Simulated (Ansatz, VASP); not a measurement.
## One calculation of PtS2, two programs

```xyz
6
Lattice="3.7373 0.0000 0.0000 0.0000 3.7373 0.0000 0.0000 0.0000 9.7008" Properties=species:S:1:pos:R:3 pbc="T T T"
Pt    1.8686    0.0000    0.0000
Pt    0.0000    1.8686    4.8504
S     1.8686    1.8686    8.2861
S     1.8686    1.8686    6.2651
S     1.8686    1.8686    1.4147
S     1.8686    1.8686    3.4357
```

Alike in both runs: functional PBE; k mesh 10 × 10 × 4; occupations gaussian, width 0.1 eV; no spin polarisation.

Ansatz relaxed the structure, and its values are those at the end. VASP's run is a single point on that final structure, the one shown.

|  | VASP | Ansatz |
| --- | --- | --- |
| version | VASP 6.6.1 | Ansatz 0.2.0 |
| potentials or method | VASP PAW PBE potentials, release 64 (Pt, S), cutoff 520 eV | scalar-relativistic, plane waves, PAW |
| valence electrons in the cell | 44 | 60 |

Ansatz gave:

```
gap on the k mesh at the Fermi level (eV) : none
pressure (GPa)                            : 0.0
rms of the force components (eV/Å)        : 0.003
```

Question: Estimate VASP's values.

Answer: gap on the k mesh at the Fermi level (eV): none; pressure (GPa): -0.3; rms of the force components (eV/Å): 0.047.

A gap of «none» marks a metal or a gap that the smearing closes. VASP's potentials hold 44 valence electrons a cell and Ansatz's 60, so a difference there can come from the potentials and not from the codes.

Neither program's run includes spin-orbit coupling.
